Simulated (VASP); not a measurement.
A run of VASP 6.6.1:

Contents of POSCAR:

```
Pd
1.0
   -1.5722810000      1.5722810000      1.5722810000
    1.5722810000     -1.5722810000      1.5722810000
    1.5722810000      1.5722810000     -1.5722810000
Pd
1
Direct
    0.0000000000      0.0000000000      0.0000000000
```

The input INCAR.step1:

```
  PREC = Accurate
  ENCUT = 520
  EDIFF = 1E-5
  ISMEAR = -1
  SIGMA = 0.05
  LREAL = False
  LASPH = True
  NELM = 60
  ALGO = Normal
  ISIF = 2
  LWAVE = True
  GGA = PE
  NBANDS = 11
```

INCAR.step2

```
  PREC = Accurate
  ENCUT = 520
  EDIFF = 1E-6
  ISMEAR = -1
  SIGMA = 0.05
  LREAL = False
  LASPH = True
  NELM = 60
  ALGO = Normal
  ISIF = 2
  LWAVE = False
  LCHARG = True
  GGA = B3
  LHFCALC = True
  AEXX = 0.2
  AGGAX = 0.72
  AGGAC = 0.81
  ALDAC = 0.19
  PRECFOCK = Normal
  LELF = True
  LVHAR = True
  ISTART = 1
  NBANDS = 11
```

The input KPOINTS:

```
Automatic mesh
0
Gamma
  6 6 6
```

Potentials or basis: VASP PAW PBE potentials, release 64 (Pd).

The run is started by

```sh
$ cat potpaw_PBE.64/Pd/POTCAR > POTCAR
$ cp INCAR.step1 INCAR
$ mpirun -np 1 vasp_std > vasp.out
$ cp INCAR.step2 INCAR
$ mpirun -np 1 vasp_std > vasp.out
```

Hardware: 1 thread of Intel(R) Xeon(R) Platinum 8488C (Sapphire Rapids), with other jobs on the host.

Question: How long does it take, and how much memory?

Answer: It took 3.8 min on 1 thread of Intel(R) Xeon(R) Platinum 8488C (Sapphire Rapids) (shared host), peak memory 0.13 GiB. Counts: k points 16.
